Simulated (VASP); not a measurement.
Write the native input for VASP 6.6.1 that does the following.

| Property | Result |
| --- | --- |
| Task | single point |
| Functional | PBE |
| Dispersion | D3(BJ) |
| Potentials or basis | VASP PAW PBE potentials, release 64 (Se, W_sv) |
| Cutoff | 520 eV |
| k mesh | 9 × 9 × 1 |
| Occupations | gaussian, width 0.05 eV |
| Spin | no spin polarisation |
| Dipole correction | yes |
| Further INCAR settings | ALGO = Normal; EDIFF = 1e-06; NBANDS = 35 |

The structure of WSe2 lies in POSCAR:

```
WSe2
1.0
    3.2854929596      0.0000000000      0.0000000000
   -1.6427464798      2.8453203669      0.0000000000
    0.0000000000      0.0000000000     24.2386467078
Se W
4 2
Direct
    0.3333333333      0.6666666667      0.1856539292
    0.3333333333      0.6666666667      0.3246601780
    0.3333333333      1.1666666667      0.4777215285
    0.3333333333      1.1666666667      0.6167277773
    0.6666666667      0.3333333333      0.2551570536
    0.6666666667      0.8333333333      0.5472246529
```

One way to write it, as run:

INCAR

```
SYSTEM = WSe2
  ALGO = Normal
  DIPOL = 0.5 0.5 0.401
  EDIFF = 1E-6
  ENCUT = 520
  GGA = PE
  IDIPOL = 3
  ISIF = 2
  ISMEAR = 0
  IVDW = 12
  LASPH = .True.
  LCHARG = .True.
  LDIPOL = .True.
  LELF = .True.
  LREAL = .False.
  LVACPOTAV = .True.
  LVHAR = .True.
  LWAVE = .False.
  NBANDS = 35
  NELM = 80
  PREC = Accurate
  SIGMA = 0.05
```

KPOINTS

```
k-points
0
Gamma
  9 9 1
  0 0 0
```

Potentials or basis: VASP PAW PBE potentials, release 64 (Se, W_sv).

The run is started by

```sh
$ cat potpaw_PBE.64/Se/POTCAR potpaw_PBE.64/W_sv/POTCAR > POTCAR
$ mpirun -np 1 vasp_std > vasp.out
```

It gave:

* Largest force: 0.131 eV/Å
* Band gap on the k mesh: 1.58 eV, indirect (least direct gap 1.66 eV)
* Dispersion energy per atom: -0.381 eV

Caveat: spin-orbit coupling is left out, which moves the levels of the heavy elements.

Run time: 2.2 min on 1 thread of Intel(R) Xeon(R) 6975P-C (Granite Rapids), with other jobs on the host, peak memory 0.42 GiB.
